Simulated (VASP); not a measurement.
Here is a VASP 6.6.1 calculation.

Contents of INCAR:

```
PREC = Accurate
ENCUT = 520
EDIFF = 1E-8
ISMEAR = -1
SIGMA = 0.03
LREAL = F
LASPH = T
NELM = 100
ALGO = Normal
ISIF = 2
LWAVE = F
LCHARG = F
GGA = CA
LEFG = T
NBANDS = 18
```

File KPOINTS:

```
regular mesh
0
Gamma
  14 14 8
```

File POSCAR:

```
Au
1.0
    2.8407981581      0.0000000000      0.0000000000
   -1.4203990791      2.4602033720      0.0000000000
    0.0000000000      0.0000000000      4.7803802105
Au
2
Direct
    0.3333333333      0.6666666667      0.7500000000
    0.6666666667      0.3333333333      0.2500000000
```

Potentials or basis: VASP PAW LDA potentials, release 64 (Au).

Command:

```console
$ cat potpaw_LDA.64/Au/POTCAR > POTCAR
$ mpirun -np 1 vasp_std > vasp.out
```

(1) Estimate the pressure.

(2) Estimate the band gap on the k mesh.

Results:

(1) -0.8 GPa.

(2) zero (bands 11 and 12 overlap by 6.67 eV).

Caveat: without QUAD_EFG the Cq values of the log hold for a quadrupole moment of 1 mb, not for the nuclei; spin-orbit coupling is left out, which moves the levels of the heavy elements.
